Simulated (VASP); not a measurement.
Wanted: the native input for a VASP 6.6.1 run.

```
Task                   : single point
Functional             : PBE
Potentials or basis    : VASP PAW PBE potentials, release 64 (Cs_sv, In_d, H)
Cutoff                 : 520 eV
k mesh                 : 6 × 6 × 4
Occupations            : gaussian, width 0.1 eV
Spin                   : no spin polarisation
Dipole correction      : no
Further INCAR settings : ALGO = Normal; EDIFF = 1e-06; NBANDS = 22
```

The structure of CsInH4 lies in POSCAR:

```
CsInH4
1.0
    4.1774204376      0.0000000000      0.0000000000
    0.0000000000      4.1774204376      0.0000000000
    0.0000000000      0.0000000000      6.8300821913
Cs In H
1 1 4
Direct
    0.5000000000      0.5000000000      0.5000000000
    0.0000000000      0.0000000000      0.0000000000
    0.0000000000      0.0000000000      0.5592768395
    0.5000000000      0.5000000000      0.0564793323
    0.5000000000      0.5000000000      0.9435206677
    0.0000000000      0.0000000000      0.4407231605
```

The cell was built from a structure type or drawn by symmetry, and may not be a known phase.

The input as run:

INCAR

```
SYSTEM = CsInH4
  PREC = Accurate
  ENCUT = 520
  EDIFF = 1E-6
  ISMEAR = 0
  SIGMA = 0.1
  LREAL = .False.
  LASPH = .True.
  NELM = 100
  ALGO = Normal
  ISIF = 2
  LWAVE = .False.
  LCHARG = .False.
  GGA = PE
  NBANDS = 22
```

KPOINTS

```
Automatic mesh
0
Gamma
  6 6 4
  0 0 0
```

Potentials or basis: VASP PAW PBE potentials, release 64 (Cs_sv, In_d, H).

Command:

```console
$ cat potpaw_PBE.64/Cs_sv/POTCAR potpaw_PBE.64/In_d/POTCAR potpaw_PBE.64/H/POTCAR > POTCAR
$ mpirun -np 1 vasp_std > vasp.out
```

Results of the run:

```json
{
  "Pressure": "0.2 GPa",
  "Largest force": "0.014 eV/Å",
  "Band gap on the k mesh": "zero (bands 13 and 14 overlap by 1.41 eV)"
}
```

Caveat: spin-orbit coupling is left out, which moves the levels of the heavy elements.

It took 52 s on 1 thread of AMD EPYC 7R43 64-Core Processor (Zen 3), on a shared host, peak memory 0.23 GiB.
